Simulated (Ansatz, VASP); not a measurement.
## Two plane-wave programs on Ru

```
CELL_PARAMETERS angstrom
2.67389 0.00000 0.00000
0.00000 4.22642 0.00000
0.00000 0.00000 27.35015
ATOMIC_POSITIONS crystal
Ru 0.00000 0.75000 0.27796
Ru 0.50000 0.25000 0.30258
Ru 0.50000 0.75000 0.35866
Ru 0.00000 0.25000 0.38658
Ru 0.00000 0.75000 0.44385
Ru 0.50000 0.25000 0.47159
Ru 0.50000 0.75000 0.52841
Ru 0.00000 0.25000 0.55615
Ru 0.00000 0.75000 0.61342
Ru 0.50000 0.25000 0.64134
Ru 0.50000 0.75000 0.69742
Ru 0.00000 0.25000 0.72204
```

Alike in both runs: functional LDA; k mesh 13 × 8 × 1; occupations gaussian, width 0.1 eV; no spin polarisation.

Ansatz relaxed the structure, and its values are those at the end. VASP's run is a single point on that final structure, the one shown.

|  | VASP | Ansatz |
| --- | --- | --- |
| version | VASP 6.6.1 | Ansatz 0.2.0 |
| potentials or method | VASP PAW LDA potentials, release 64 (Ru_pv), cutoff 520 eV | scalar-relativistic, plane waves, PAW |
| valence electrons in the cell | 168 | 192 |

VASP gave:

```
gap on the k mesh at the Fermi level (eV) : none
rms of the force components (eV/Å)        : 0.018
```

Task: Which values does Ansatz return?

Result: gap on the k mesh at the Fermi level (eV): none; rms of the force components (eV/Å): 0.002.

LDA's correlation is that of Perdew and Zunger in VASP and of Perdew and Wang (1992) in Ansatz. A gap of «none» marks a metal or a gap that the smearing closes. VASP's potentials hold 168 valence electrons a cell and Ansatz's 192, so a difference there can come from the potentials and not from the codes. Ansatz's warnings: xc potential rough in thin density.
